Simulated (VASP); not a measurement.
# InP (Fm-3m) in VASP: single point with PBEsol

Aim: the single point of InP with PBEsol.

Everything below comes from runs of VASP 6.6.1. Logs are shortened: lines on timing, memory, paths and dates and some standing lists are left out, and cuts for length are marked.

## (1) The cell of the first run

It takes space group Fm-3m (No. 225, cubic). Conventional cell: a = 5.665 Å, b = 5.665 Å, c = 5.665 Å, α = 90.00°, β = 90.00°, γ = 90.00°. P (site symmetry m-3m) has 6 In at 2.83 Å within 3.7 Å. Within 3.7 Å of In (site symmetry m-3m) lie 6 P at 2.83 Å.

## (2) Single point, PBEsol

INCAR reads:

```
SYSTEM = InP
PREC = Accurate
ENCUT = 520
EDIFF = 1E-6
ISMEAR = -1
SIGMA = 0.1
LREAL = .False.
LASPH = .True.
NELM = 100
ALGO = Normal
ISIF = 2
LWAVE = .False.
LCHARG = .False.
GGA = PS
NBANDS = 16
```

KPOINTS reads:

```
Automatic mesh
0
Gamma
  10 10 10
  0 0 0
```

POSCAR reads:

```
InP
1.0
    0.0000000000      2.8324080000      2.8324080000
    2.8324080000      0.0000000000      2.8324080000
    2.8324080000      2.8324080000      0.0000000000
P In
1 1
Direct
    0.5000000000      0.5000000000      0.5000000000
    0.0000000000      0.0000000000      0.0000000000
```

Potentials or basis: VASP PAW PBE potentials, release 64 (P, In_d).

Command:

```sh
$ cat potpaw_PBE.64/P/POTCAR potpaw_PBE.64/In_d/POTCAR > POTCAR
$ mpirun -np 1 vasp_std > vasp.out
```

OUTCAR:

```text
SYSTEM = InP
   PREC = Accurate
   ENCUT = 520
   EDIFF = 1E-6
   ISMEAR = -1
   LREAL = .False.
   LASPH = .True.
   NELM = 100
   ISIF = 2
   GGA = PS

 ion  position               nearest neighbor table
   1  0.500  0.500  0.500-   2 2.83   2 2.83   2 2.83   2 2.83   2 2.83   2 2.83
   2  0.000  0.000  0.000-   1 2.83   1 2.83   1 2.83   1 2.83   1 2.83   1 2.83

  LATTYP: Found a face centered cubic cell.
 ALAT       =     5.6648160000

  Lattice vectors:

 A1 = (   0.0000000000,   2.8324080000,   2.8324080000)
 A2 = (   2.8324080000,   0.0000000000,   2.8324080000)
 A3 = (   2.8324080000,   2.8324080000,   0.0000000000)

Analysis of symmetry for initial positions (statically):
=====================================================================
 Subroutine PRICEL returns:
 Original cell was already a primitive cell.

 Routine SETGRP: Setting up the symmetry group for a
 face centered cubic supercell.

 Subroutine GETGRP returns: Found 48 space group operations
 (whereof 48 operations were pure point group operations)
 out of a pool of 48 trial point group operations.

The static configuration has the point symmetry O_h .

Analysis of symmetry for dynamics (positions and initial velocities):
=====================================================================
 Subroutine PRICEL returns:
 Original cell was already a primitive cell.

 Routine SETGRP: Setting up the symmetry group for a
 face centered cubic supercell.

 Subroutine GETGRP returns: Found 48 space group operations
 (whereof 48 operations were pure point group operations)
 out of a pool of 48 trial point group operations.

The dynamic configuration has the point symmetry O_h .

 Subroutine INISYM returns: Found 48 space group operations
 (whereof 48 operations are pure point group operations),
 and found     1 'primitive' translations

----------------------------------------------------------------------------------------

                                     Primitive cell

  volume of cell :      45.4462

  direct lattice vectors                    reciprocal lattice vectors
     0.000000000  2.832408000  2.832408000    -0.176528240  0.176528240  0.176528240
     2.832408000  0.000000000  2.832408000     0.176528240 -0.176528240  0.176528240
     2.832408000  2.832408000  0.000000000     0.176528240  0.176528240 -0.176528240

  length of vectors
     4.005629808  4.005629808  4.005629808     0.305755881  0.305755881  0.305755881

  position of ions in fractional coordinates (direct lattice)
     0.500000000  0.500000000  0.500000000
     0.000000000  0.000000000  0.000000000

  ion indices of the primitive-cell ions
   primitive index   ion index
                 1           1
                 2           2

----------------------------------------------------------------------------------------

 KPOINTS: Automatic mesh

Automatic generation of k-mesh.
 Grid dimensions read from file:
 generate k-points for:   10   10   10

 Generating k-lattice:

  Cartesian coordinates                     Fractional coordinates (reciprocal lattice)
    -0.017652824  0.017652824  0.017652824     0.100000000  0.000000000  0.000000000
     0.017652824 -0.017652824  0.017652824     0.000000000  0.100000000  0.000000000
     0.017652824  0.017652824 -0.017652824     0.000000000  0.000000000  0.100000000

  Length of vectors
     0.030575588  0.030575588  0.030575588

  Shift w.r.t. Gamma in fractional coordinates (k-lattice)
     0.000000000  0.000000000  0.000000000

 Subroutine IBZKPT returns following result:
 ===========================================

 Found     47 irreducible k-points:

 Following reciprocal coordinates:
            Coordinates               Weight
  0.000000  0.000000  0.000000      1.000000
  0.100000  0.000000  0.000000      8.000000
  0.200000  0.000000  0.000000      8.000000
  0.300000  0.000000  0.000000      8.000000
  0.400000  0.000000  0.000000      8.000000
  0.500000  0.000000  0.000000      4.000000
[... 16 lines left out ...]
  0.300000  0.300000  0.000000      6.000000
  0.400000  0.300000  0.000000     24.000000
 [... further k-points ...]
   k-points           NKPTS =     47   k-points in BZ     NKDIM =     47   number of bands    NBANDS=     16
   number of dos      NEDOS =    301   number of ions     NIONS =      2
   total plane-waves  NPLWV =  27000
   dimension x,y,z NGX =    30 NGY =   30 NGZ =   30
   dimension x,y,z NGXF=    60 NGYF=   60 NGZF=   60
   ions per type =               1   1
   NGX,Y,Z   is equivalent  to a cutoff of  12.45, 12.45, 12.45 a.u.
   NGXF,Y,Z  is equivalent  to a cutoff of  24.90, 24.90, 24.90 a.u.
 SYSTEM =  InP
   PREC   = accura    normal or accurate (medium, high low for compatibility)
   ISTART =      0    job   : 0-new  1-cont  2-samecut
   ICHARG =      2    charge: 1-file 2-atom 10-const
   ISPIN  =      1    spin polarized calculation?
   LNONCOLLINEAR =      F non collinear calculations
   LSORBIT =      F    spin-orbit coupling
   LASPH  =      T    aspherical Exc in radial PAW
   ENCUT  =  520.0 eV  38.22 Ry    6.18 a.u.   7.45  7.45  7.45*2*pi/ulx,y,z
   NELM   =    100;   NELMIN=  2; NELMDL= -5     # of ELM steps
   EDIFF  = 0.1E-05   stopping-criterion for ELM
   LREAL  =      F    real-space projection
   EDIFFG = 0.1E-04   stopping-criterion for IOM
   NSW    =      0    number of steps for IOM
   IBRION =     -1    ionic relax: 0-MD 1-quasi-New 2-CG
   NFREE  =      0    steps in history (QN), initial steepest desc. (CG)
   ISIF   =      2    stress and relaxation
   ISYM   =      2    0-nonsym 1-usesym 2-fastsym
   POTIM  = 0.5000    time-step for ionic-motion
   TEBEG  =    0.0;   TEEND  =   0.0 temperature during run
   PSTRESS=    0.0 pullay stress
   NELECT =      18.0000    total number of electrons
   NUPDOWN=      -1.0000    fix difference up-down
   EMIN   =  10.00;   EMAX   =-10.00  energy-range for DOS
   EFERMI =   0.00;   METHOD = LEGACY
   ISMEAR =    -1;   SIGMA  =   0.10  broadening in eV -4-tet -1-fermi 0-gaus
   EFERMI_NEDOS =   21; number of points for ismear=-14 and -15
   IALGO  =     38    algorithm
   IMIX   =      4    mixing-type and parameters
     AMIX     =   0.40;   BMIX     =  1.00
     AMIX_MAG =   1.60;   BMIX_MAG =  1.00
  volume/ion in A,a.u.               =      22.72       153.34
  Fermi-wavevector in a.u.,A,eV,Ry     =   1.202264  2.271950 19.666389  1.445439
  Thomas-Fermi vector in A             =   2.338050
   LORBIT       =      0    0 simple, 1 ext, 2 COOP (PROOUT), +10 PAW based schemes
   GGA     = PS    functional components
   LHFCALC =     F    Hartree Fock is set to
   AEXX    =    0.0000 exact exchange contribution
   IVDW    =     0    specifies the selected vdW correction
   LEPSILON=     F    determine dielectric tensor
   LRPA    =     F    only Hartree local field effects (RPA)
 non-spin polarized calculation
  energy-cutoff  :      520.00
  volume of cell :       45.45
 maximum number of plane-waves:      1243
 NGX is ok and might be reduce to    30
   NGX = 15   NGY = 15   NGZ = 15

 number of electron      17.9999991 magnetization

 Free energy of the ion-electron system (eV)
  ---------------------------------------------------
  ext. energy  EPLUGINS =         0.00000000
  ---------------------------------------------------
  free energy    TOTEN  =        -8.70399105 eV

  energy without entropy =       -8.67206747  energy(sigma->0) =       -8.68802926

 E-fermi :   6.1059     XC(G=0): -10.2440

 val. band max:        6.0716348548   @ k =   0.3000   0.0000   0.0000
 cond. band min:       6.1584781790   @ k =  -0.1000   0.1000   0.0000
 fundamental gap:      0.0868433242
 Fermi energy:         6.1059188708

 k-point     1 :       0.0000    0.0000    0.0000
  band No.  band energies     occupation
      1      -7.9282      2.00000
      2      -7.9282      2.00000
      3      -7.9105      2.00000
      4      -7.9105      2.00000
      5      -7.9105      2.00000
      6      -5.4258      2.00000
[... 8 lines left out ...]
     15      14.1146      0.00000
     16      14.1146      0.00000

 k-point     2 :       0.1000    0.0000    0.0000
  band No.  band energies     occupation
      1      -7.9318      2.00000
      2      -7.9318      2.00000
      3      -7.9106      2.00000
      4      -7.9053      2.00000
      5      -7.9053      2.00000
      6      -5.3104      2.00000
[... 8 lines left out ...]
     15      13.7014      0.00000
     16      14.1458      0.00000

 k-point     3 :       0.2000    0.0000    0.0000
  band No.  band energies     occupation
      1      -7.9437      2.00000
      2      -7.9437      2.00000
      3      -7.9113      2.00000
      4      -7.8890      2.00000
      5      -7.8890      2.00000
      6      -4.9726      2.00000
[... 8 lines left out ...]
     15      14.2439      0.00000
     16      14.2439      0.00000

 k-point     4 :       0.3000    0.0000    0.0000
  band No.  band energies     occupation
      1      -7.9593      2.00000
      2      -7.9593      2.00000
      3      -7.9133      2.00000
      4      -7.8679      2.00000
      5      -7.8679      2.00000
      6      -4.4492      2.00000
[... 8 lines left out ...]
     15      15.2391      0.00000
     16      15.2391      0.00000

 k-point     5 :       0.4000    0.0000    0.0000
  band No.  band energies     occupation
      1      -7.9720      2.00000
      2      -7.9720      2.00000
      3      -7.9155      2.00000
      4      -7.8505      2.00000
      5      -7.8505      2.00000
      6      -3.8591      2.00000
[... 8 lines left out ...]
     15      16.4637      0.00000
     16      16.4637      0.00000

 k-point     6 :       0.5000    0.0000    0.0000
  band No.  band energies     occupation
      1      -7.9769      2.00000
      2      -7.9769      2.00000
      3      -7.9165      2.00000
      4      -7.8438      2.00000
      5      -7.8438      2.00000
      6      -3.5479      2.00000
[... 8 lines left out ...]
     15      17.2600      0.00000
     16      17.2600      0.00000

 k-point     7 :       0.1000    0.1000    0.0000
  band No.  band energies     occupation
      1      -7.9412      2.00000
      2      -7.9245      2.00000
      3      -7.9147      2.00000
      4      -7.9024      2.00000
      5      -7.9024      2.00000
      6      -5.2697      2.00000
[... 8 lines left out ...]
     15      14.9662      0.00000
     16      14.9662      0.00000

 k-point     8 :       0.2000    0.1000    0.0000
  band No.  band energies     occupation
      1      -7.9581      2.00000
      2      -7.9281      2.00000
      3      -7.9165      2.00000
      4      -7.8923      2.00000
      5      -7.8875      2.00000
      6      -5.0000      2.00000
[... 8 lines left out ...]
     15      15.0917      0.00000
     16      15.1817      0.00000

 k-point     9 :       0.3000    0.1000    0.0000
  band No.  band energies     occupation
      1      -7.9766      2.00000
      2      -7.9413      2.00000
      3      -7.9148      2.00000
      4      -7.8789      2.00000
      5      -7.8660      2.00000
      6      -4.5286      2.00000
[... 8 lines left out ...]
     15      15.5912      0.00000
     16      15.8283      0.00000
[... 172 lines left out ...]
 k-point    19 :       0.5000    0.2000    0.0000
  band No.  band energies     occupation
      1      -8.0426      2.00000
      2      -7.9446      2.00000
      3      -7.9105      2.00000
      4      -7.8618      2.00000
      5      -7.8379      2.00000
      6      -3.2994      2.00000
[... 8 lines left out ...]
     15      17.6515      0.00000
     16      18.3056      0.00000

 k-point    20 :      -0.4000    0.2000    0.0000
  band No.  band energies     occupation
      1      -8.0283      2.00000
      2      -7.9556      2.00000
      3      -7.8995      2.00000
      4      -7.8656      2.00000
      5      -7.8443      2.00000
      6      -3.2156      2.00000
[... 8 lines left out ...]
     15      16.3708      0.00000
     16      17.1682      0.00000

 k-point    21 :      -0.3000    0.2000    0.0000
  band No.  band energies     occupation
      1      -8.0019      2.00000
      2      -7.9606      2.00000
      3      -7.8980      2.00000
      4      -7.8674      2.00000
      5      -7.8596      2.00000
      6      -3.6638      2.00000
[... 8 lines left out ...]
     15      16.2942      0.00000
     16      17.7146      0.00000

 k-point    22 :      -0.2000    0.2000    0.0000
  band No.  band energies     occupation
      1      -7.9723      2.00000
      2      -7.9596      2.00000
      3      -7.9052      2.00000
      4      -7.8761      2.00000
      5      -7.8681      2.00000
      6      -4.2443      2.00000
[... 8 lines left out ...]
     15      16.1374      0.00000
     16      17.5085      0.00000

 k-point    23 :       0.3000    0.3000    0.0000
  band No.  band energies     occupation
      1      -8.0689      2.00000
      2      -7.9391      2.00000
      3      -7.9030      2.00000
      4      -7.8520      2.00000
      5      -7.8520      2.00000
      6      -4.0183      2.00000
[... 8 lines left out ...]
     15      16.9711      0.00000
     16      18.5274      0.00000

 k-point    24 :       0.4000    0.3000    0.0000
  band No.  band energies     occupation
      1      -8.1006      2.00000
      2      -7.9400      2.00000
      3      -7.9051      2.00000
      4      -7.8428      2.00000
      5      -7.8376      2.00000
      6      -3.5187      2.00000
[... 8 lines left out ...]
     15      17.8112      0.00000
     16      18.9612      0.00000

 [... further k-points ...]

------------------------ aborting loop because EDIFF is reached ----------------------------------------

  FORCE on cell =-STRESS in cart. coord.  units (eV):
  Direction    XX          YY          ZZ          XY          YZ          ZX
  --------------------------------------------------------------------------------------
  -------------------------------------------------------------------------------------
  Total       -2.0104543     -2.0104543     -2.0104543      0.0000000      0.0000000     -0.0000000
  in kB      -70.8773303    -70.8773303    -70.8773303      0.0000000      0.0000000     -0.0000000
  external PRESSURE =     -70.8773303 kB  Pullay stress =       0.0000000 kB

 VOLUME and BASIS-vectors are now :
 -----------------------------------------------------------------------------
  energy-cutoff  :      520.00
  volume of cell :       45.45
      direct lattice vectors                 reciprocal lattice vectors
     0.000000000  2.832408000  2.832408000    -0.176528240  0.176528240  0.176528240
     2.832408000  0.000000000  2.832408000     0.176528240 -0.176528240  0.176528240
     2.832408000  2.832408000  0.000000000     0.176528240  0.176528240 -0.176528240

 POSITION                                       TOTAL-FORCE (eV/Angst)
 -----------------------------------------------------------------------------------
      2.83241      2.83241      2.83241        -0.000000     -0.000000     -0.000000
      0.00000      0.00000      0.00000         0.000000      0.000000      0.000000
 -----------------------------------------------------------------------------------
    total drift:                               -0.000000      0.000000      0.000000

  FREE ENERGIE OF THE ION-ELECTRON SYSTEM (eV)
  ---------------------------------------------------
  free  energy   TOTEN  =        -8.7039910537 eV

  energy  without entropy=       -8.6720674667  energy(sigma->0) =       -8.68802926
```

It took 15 s on 1 thread of Intel Xeon Platinum 8559C (Emerald Rapids), shared host; peak memory 0.18 GiB.

What came out:

```yaml
Free_energy: -8.7040 eV
Pressure: -7.1 GPa
Band_gap_on_the_k_mesh: zero (band 9 reaches 6.39 eV, above the bottom of band 10 at 3.98 eV)
```

Caveat: the PAW data sets were made with another functional, which shifts forces and pressure a little; spin-orbit coupling is left out, which moves the levels of the heavy elements.
